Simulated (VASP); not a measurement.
Crystal: MnSb.

```
Sb Mn
1.0
     4.15000    0.00000    0.00000
    -2.07500    3.59401    0.00000
     0.00000    0.00000    5.78000
Sb Mn
2 2
Direct
  0.66667 0.33333 0.75000
  0.33333 0.66667 0.25000
  0.00000 0.00000 0.50000
  0.00000 0.00000 0.00000
```

Base run:

* Program: VASP 6.6.1
* Functional: PBEsol
* Potentials or basis: VASP PAW PBE potentials, release 64 (Sb, Mn_pv)
* Cutoff: 520 eV
* k mesh: 7 × 7 × 5
* Occupations: fermi-dirac, width 0.05 eV
* Spin: collinear spin, ferromagnetic start
* Starting moments: [0.0, 0.0, 4.0, 4.0] μB
* Hubbard terms: Mn d U = 1.0 eV

Its results: pressure -3.6 GPa; net moment 7.23 μB per cell; site moments Sb -0.14; Mn +3.68 μB.

The run is repeated on the same cell with these changes: hubbard terms from Mn d U = 1.0 eV to Mn d U = 4.0 eV. What comes out?

Pressure 4.0 GPa; net moment 8.03 μB per cell; site moments Sb -0.19; Mn +4.18 μB.

Caveats: the PAW data sets were made with another functional, which shifts forces and pressure a little; only a ferromagnetic start was run, and an antiferromagnetic order may lie lower in energy; the U is typed as a test and isn't derived for this compound.
